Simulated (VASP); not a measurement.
# Al3BN2 (P3m1) in VASP: single point with PBE

Aim: the single point of Al3BN2 with PBE.

Everything below comes from runs of VASP 6.6.1. Logs are shortened: lines on timing, memory, paths and dates and some standing lists are left out, and cuts for length are marked.

### 1 The cell of the first run

Symmetry: P3m1, No. 156, trigonal system. The conventional cell has a = 3.101 Å, b = 3.101 Å, c = 8.519 Å, α = 90.00°, β = 90.00°, γ = 120.00°. Al (site symmetry 3m) has 4 N at 1.87 to 1.91 Å within 2.5 Å. Within 2.5 Å of Al (site symmetry 3m) lie 3 N at 1.92 Å and 1 B at 2.14 Å. Al (site symmetry 3m) has 1 N at 1.88 Å and 3 B at 2.20 Å within 2.5 Å. B (site symmetry 3m) has 4 Al at 2.14 to 2.20 Å within 2.8 Å. N (site symmetry 3m) has 4 Al at 1.87 to 1.92 Å within 2.5 Å. N (site symmetry 3m) has 4 Al at 1.88 to 1.91 Å within 2.5 Å.

### 2 Single point, PBE

INCAR

```
ALGO     = Normal         # electronic algorithm
EDIFF    = 1E-6           # SCF threshold, eV
ENCUT    = 600            # plane-wave cutoff, eV
GGA      = PE             # functional
GGA_COMPAT= False        
ISIF     = 2              # what is computed and relaxed
ISMEAR   = 0              # smearing method
LASPH    = True           # aspherical terms in the spheres
LCHARG   = False          # write CHGCAR
LREAL    = False          # projectors in reciprocal space
LWAVE    = False          # write WAVECAR
NBANDS   = 20             # bands
NELM     = 120            # most SCF steps
PREC     = Accurate       # precision mode
SIGMA    = 0.15           # smearing width, eV
```

KPOINTS

```
k-points
0
Gamma
  4 4 2
```

POSCAR

```
Al3BN2
1.0
    3.1009368574      0.0000000000      0.0000000000
   -1.5504684287      2.6854900940      0.0000000000
    0.0000000000      0.0000000000      8.5190024673
Al B N
3 1 2
Direct
    0.6666666667      0.3333333333      0.6757938412
    0.0000000000      0.0000000000     -0.0240970056
    0.3333333333      0.6666666667      0.3775616707
    0.0000000000      0.0000000000      0.2273972160
    0.6666666667      0.3333333333      0.8954013207
    0.3333333333      0.6666666667      0.5979429569
```

Potentials or basis: VASP PAW PBE potentials, release 64 (Al, B, N).

Started as:

```bash
cat potpaw_PBE.64/Al/POTCAR potpaw_PBE.64/B/POTCAR potpaw_PBE.64/N/POTCAR > POTCAR
mpirun -np 1 vasp_std > vasp.out
```

OUTCAR:

```text
EDIFF = 1E-6
   ENCUT = 600
   GGA = PE
   ISIF = 2
   ISMEAR = 0
   LASPH = True
   LREAL = False
   NELM = 120
   PREC = Accurate

 ion  position               nearest neighbor table
   1  0.667  0.333  0.676-   5 1.87   6 1.91   6 1.91   6 1.91   3 3.11   3 3.11   3 3.11   2 3.12
                             2 3.12   2 3.12
   2  0.000  0.000  0.976-   5 1.92   5 1.92   5 1.92   4 2.14   1 3.12   1 3.12   1 3.12
   3  0.333  0.667  0.378-   6 1.88   4 2.20   4 2.20   4 2.20   1 3.11   1 3.11   1 3.11
   4  0.000  0.000  0.227-   2 2.14   3 2.20   3 2.20   3 2.20
   5  0.667  0.333  0.895-   1 1.87   2 1.92   2 1.92   2 1.92
   6  0.333  0.667  0.598-   3 1.88   1 1.91   1 1.91   1 1.91

  LATTYP: Found a hexagonal cell.
 ALAT       =     3.1009368574
 C/A-ratio  =     2.7472350645

  Lattice vectors:

 A1 = (   3.1009368574,   0.0000000000,   0.0000000000)
 A2 = (  -1.5504684287,   2.6854900940,   0.0000000000)
 A3 = (   0.0000000000,   0.0000000000,   8.5190024673)

Analysis of symmetry for initial positions (statically):
=====================================================================
 Subroutine PRICEL returns:
 Original cell was already a primitive cell.

 Routine SETGRP: Setting up the symmetry group for a
 hexagonal supercell.

 Subroutine GETGRP returns: Found  6 space group operations
 (whereof  6 operations were pure point group operations)
 out of a pool of 24 trial point group operations.

The static configuration has the point symmetry C_3v.

Analysis of symmetry for dynamics (positions and initial velocities):
=====================================================================
 Subroutine PRICEL returns:
 Original cell was already a primitive cell.

 Routine SETGRP: Setting up the symmetry group for a
 hexagonal supercell.

 Subroutine GETGRP returns: Found  6 space group operations
 (whereof  6 operations were pure point group operations)
 out of a pool of 24 trial point group operations.

The dynamic configuration has the point symmetry C_3v.

 Subroutine INISYM returns: Found  6 space group operations
 (whereof  6 operations are pure point group operations),
 and found     1 'primitive' translations

----------------------------------------------------------------------------------------

                                     Primitive cell

  volume of cell :      70.9423

  direct lattice vectors                    reciprocal lattice vectors
     3.100936857  0.000000000  0.000000000     0.322483187  0.186185755  0.000000000
    -1.550468429  2.685490094  0.000000000     0.000000000  0.372371509  0.000000000
     0.000000000  0.000000000  8.519002467     0.000000000  0.000000000  0.117384636

  length of vectors
     3.100936857  3.100936857  8.519002467     0.372371509  0.372371509  0.117384636

  position of ions in fractional coordinates (direct lattice)
     0.666666667  0.333333333  0.675793841
     0.000000000  0.000000000  0.975902994
     0.333333333  0.666666667  0.377561671
     0.000000000  0.000000000  0.227397216
     0.666666667  0.333333333  0.895401321
     0.333333333  0.666666667  0.597942957

  ion indices of the primitive-cell ions
   primitive index   ion index
                 1           1
                 2           2
                 3           3
                 4           4
                 5           5
                 6           6

----------------------------------------------------------------------------------------

 KPOINTS: k-points

Automatic generation of k-mesh.
 Grid dimensions read from file:
 generate k-points for:    4    4    2

 Generating k-lattice:

  Cartesian coordinates                     Fractional coordinates (reciprocal lattice)
     0.080620797  0.046546439  0.000000000     0.250000000  0.000000000  0.000000000
     0.000000000  0.093092877  0.000000000     0.000000000  0.250000000  0.000000000
     0.000000000  0.000000000  0.058692318     0.000000000  0.000000000  0.500000000

  Length of vectors
     0.093092877  0.093092877  0.058692318

  Shift w.r.t. Gamma in fractional coordinates (k-lattice)
     0.000000000  0.000000000  0.000000000

 Subroutine IBZKPT returns following result:
 ===========================================

 Found      8 irreducible k-points:

 Following reciprocal coordinates:
            Coordinates               Weight
  0.000000  0.000000  0.000000      1.000000
  0.250000  0.000000  0.000000      6.000000
  0.500000  0.000000  0.000000      3.000000
  0.250000  0.250000  0.000000      6.000000
  0.000000  0.000000  0.500000      1.000000
  0.250000  0.000000  0.500000      6.000000
  0.500000  0.000000  0.500000      3.000000
  0.250000  0.250000  0.500000      6.000000
   k-points           NKPTS =      8   k-points in BZ     NKDIM =      8   number of bands    NBANDS=     20
   number of dos      NEDOS =    301   number of ions     NIONS =      6
   total plane-waves  NPLWV =  54880
   dimension x,y,z NGX =    28 NGY =   28 NGZ =   70
   dimension x,y,z NGXF=    56 NGYF=   56 NGZF=  140
   ions per type =               3   1   2
   NGX,Y,Z   is equivalent  to a cutoff of  15.01, 15.01, 13.66 a.u.
   NGXF,Y,Z  is equivalent  to a cutoff of  30.02, 30.02, 27.32 a.u.
 SYSTEM =  unknown system
   PREC   = accura    normal or accurate (medium, high low for compatibility)
   ISTART =      0    job   : 0-new  1-cont  2-samecut
   ICHARG =      2    charge: 1-file 2-atom 10-const
   ISPIN  =      1    spin polarized calculation?
   LNONCOLLINEAR =      F non collinear calculations
   LSORBIT =      F    spin-orbit coupling
   LASPH  =      T    aspherical Exc in radial PAW
   ENCUT  =  600.0 eV  44.10 Ry    6.64 a.u.   6.19  6.19 17.01*2*pi/ulx,y,z
   NELM   =    120;   NELMIN=  2; NELMDL= -5     # of ELM steps
   EDIFF  = 0.1E-05   stopping-criterion for ELM
   LREAL  =      F    real-space projection
   EDIFFG = 0.1E-04   stopping-criterion for IOM
   NSW    =      0    number of steps for IOM
   IBRION =     -1    ionic relax: 0-MD 1-quasi-New 2-CG
   NFREE  =      0    steps in history (QN), initial steepest desc. (CG)
   ISIF   =      2    stress and relaxation
   ISYM   =      2    0-nonsym 1-usesym 2-fastsym
   POTIM  = 0.5000    time-step for ionic-motion
   TEBEG  =    0.0;   TEEND  =   0.0 temperature during run
   PSTRESS=    0.0 pullay stress
   NELECT =      22.0000    total number of electrons
   NUPDOWN=      -1.0000    fix difference up-down
   EMIN   =  10.00;   EMAX   =-10.00  energy-range for DOS
   EFERMI =   0.00;   METHOD = LEGACY
   ISMEAR =     0;   SIGMA  =   0.15  broadening in eV -4-tet -1-fermi 0-gaus
   EFERMI_NEDOS =   21; number of points for ismear=-14 and -15
   IALGO  =     38    algorithm
   IMIX   =      4    mixing-type and parameters
     AMIX     =   0.40;   BMIX     =  1.00
     AMIX_MAG =   1.60;   BMIX_MAG =  1.00
  volume/ion in A,a.u.               =      11.82        79.79
  Fermi-wavevector in a.u.,A,eV,Ry     =   1.108104  2.094014 16.706528  1.227895
  Thomas-Fermi vector in A             =   2.244627
   LORBIT       =      0    0 simple, 1 ext, 2 COOP (PROOUT), +10 PAW based schemes
   GGA     = PE    functional components
   LHFCALC =     F    Hartree Fock is set to
   AEXX    =    0.0000 exact exchange contribution
   IVDW    =     0    specifies the selected vdW correction
   LEPSILON=     F    determine dielectric tensor
   LRPA    =     F    only Hartree local field effects (RPA)
 non-spin polarized calculation
 Gauss-broadening in eV      SIGMA  =   0.15
  energy-cutoff  :      600.00
  volume of cell :       70.94
 maximum number of plane-waves:      2398
 NGX is ok and might be reduce to    28
   NGX = 13   NGY = 13   NGZ = 35

 number of electron      22.0000001 magnetization

 Free energy of the ion-electron system (eV)
  ---------------------------------------------------
  ext. energy  EPLUGINS =         0.00000000
  ---------------------------------------------------
  free energy    TOTEN  =       -38.17125000 eV

  energy without entropy =      -38.15148417  energy(sigma->0) =      -38.16136708

 E-fermi :   6.1978     XC(G=0): -10.4751

 val. band max:        5.7617369742   @ k =   0.2500   0.2500   0.0000
 cond. band min:       6.2895526985   @ k =   0.2500   0.0000   0.5000
 fundamental gap:      0.5278157242
 Fermi energy:         6.1977527182

 k-point     1 :       0.0000    0.0000    0.0000
  band No.  band energies     occupation
      1      -9.8332      2.00000
      2      -8.6619      2.00000
      3      -3.5951      2.00000
      4       0.3497      2.00000
      5       0.7320      2.00000
      6       4.2410      2.00000
[... 12 lines left out ...]
     19      16.1653      0.00000
     20      16.8467      0.00000

 k-point     2 :       0.2500    0.0000    0.0000
  band No.  band energies     occupation
      1      -9.1453      2.00000
      2      -8.1129      2.00000
      3      -2.4971      2.00000
      4       0.7758      2.00000
      5       0.9991      2.00000
      6       2.2020      2.00000
[... 12 lines left out ...]
     19      15.4912      0.00000
     20      16.1510      0.00000

 k-point     3 :       0.5000    0.0000    0.0000
  band No.  band energies     occupation
      1      -8.1841      2.00000
      2      -7.4855      2.00000
      3      -0.8146      2.00000
      4       0.1037      2.00000
      5       0.3093      2.00000
      6       1.3083      2.00000
[... 12 lines left out ...]
     19      15.4581      0.00000
     20      15.4806      0.00000

 k-point     4 :       0.2500    0.2500    0.0000
  band No.  band energies     occupation
      1      -8.2304      2.00000
      2      -7.4831      2.00000
      3      -0.5629      2.00000
      4       0.2624      2.00000
      5       0.6118      2.00000
      6       1.8965      2.00000
[... 12 lines left out ...]
     19      15.6528      0.00000
     20      16.5757      0.00000

 k-point     5 :       0.0000    0.0000    0.5000
  band No.  band energies     occupation
      1      -9.8246      2.00000
      2      -8.6824      2.00000
      3      -3.4268      2.00000
      4      -0.7909      2.00000
      5       2.7345      2.00000
      6       3.6123      2.00000
[... 12 lines left out ...]
     19      16.5242      0.00000
     20      16.9823      0.00000

 k-point     6 :       0.2500    0.0000    0.5000
  band No.  band energies     occupation
      1      -9.1394      2.00000
      2      -8.1251      2.00000
      3      -2.3888      2.00000
      4       0.1272      2.00000
      5       1.4670      2.00000
      6       2.1017      2.00000
[... 12 lines left out ...]
     19      15.5976      0.00000
     20      15.9118      0.00000

 k-point     7 :       0.5000    0.0000    0.5000
  band No.  band energies     occupation
      1      -8.1835      2.00000
      2      -7.4862      2.00000
      3      -0.7766      2.00000
      4      -0.3667      2.00000
      5       0.9789      2.00000
      6       1.6348      2.00000
[... 12 lines left out ...]
     19      14.9693      0.00000
     20      15.0356      0.00000

 k-point     8 :       0.2500    0.2500    0.5000
  band No.  band energies     occupation
      1      -8.2288      2.00000
      2      -7.4854      2.00000
      3      -0.6308      2.00000
      4       0.2438      2.00000
      5       1.0387      2.00000
      6       1.6015      2.00000
[... 12 lines left out ...]
     19      15.7446      0.00000
     20      15.9652      0.00000

------------------------ aborting loop because EDIFF is reached ----------------------------------------

  FORCE on cell =-STRESS in cart. coord.  units (eV):
  Direction    XX          YY          ZZ          XY          YZ          ZX
  --------------------------------------------------------------------------------------
  -------------------------------------------------------------------------------------
  Total       -0.1507882     -0.1507882      0.0998863      0.0000000     -0.0000000      0.0000000
  in kB       -3.4054367     -3.4054367      2.2558557      0.0000000     -0.0000000      0.0000000
  external PRESSURE =      -1.5183392 kB  Pullay stress =       0.0000000 kB

 VOLUME and BASIS-vectors are now :
 -----------------------------------------------------------------------------
  energy-cutoff  :      600.00
  volume of cell :       70.94
      direct lattice vectors                 reciprocal lattice vectors
     3.100936857  0.000000000  0.000000000     0.322483187  0.186185755  0.000000000
    -1.550468429  2.685490094  0.000000000     0.000000000  0.372371509  0.000000000
     0.000000000  0.000000000  8.519002467     0.000000000  0.000000000  0.117384636

 POSITION                                       TOTAL-FORCE (eV/Angst)
 -----------------------------------------------------------------------------------
      1.55047      0.89516      5.75709         0.000000      0.000000     -0.008512
      0.00000      0.00000      8.31372        -0.000000     -0.000000     -0.003791
     -0.00000      1.79033      3.21645        -0.000000     -0.000000     -0.060366
      0.00000      0.00000      1.93720         0.000000     -0.000000      0.022677
      1.55047      0.89516      7.62793         0.000000      0.000000      0.025475
     -0.00000      1.79033      5.09388        -0.000000     -0.000000      0.024517
 -----------------------------------------------------------------------------------
    total drift:                                0.000000     -0.000000      0.000648

  FREE ENERGIE OF THE ION-ELECTRON SYSTEM (eV)
  ---------------------------------------------------
  free  energy   TOTEN  =       -38.1712499985 eV

  energy  without entropy=      -38.1514841713  energy(sigma->0) =      -38.16136708
```

It took 30 s on 1 thread of Intel Xeon 8259CL, shared host; peak memory 0.22 GiB.

What came out:

```yaml
Free_energy: -38.1712 eV
Pressure: -0.2 GPa
Largest_force: 0.060 eV/Å
Band_gap_on_the_k_mesh: zero (band 11 reaches 9.58 eV, above the bottom of band 12 at 5.53 eV)
```

Forces on the atoms (eV/Å):
```
Al   0.000  0.000 -0.009
Al   0.000  0.000 -0.004
Al   0.000  0.000 -0.060
B    0.000  0.000  0.023
N    0.000  0.000  0.025
N    0.000  0.000  0.025
```

Caveat: the k points lie up to 0.58 Å⁻¹ apart.
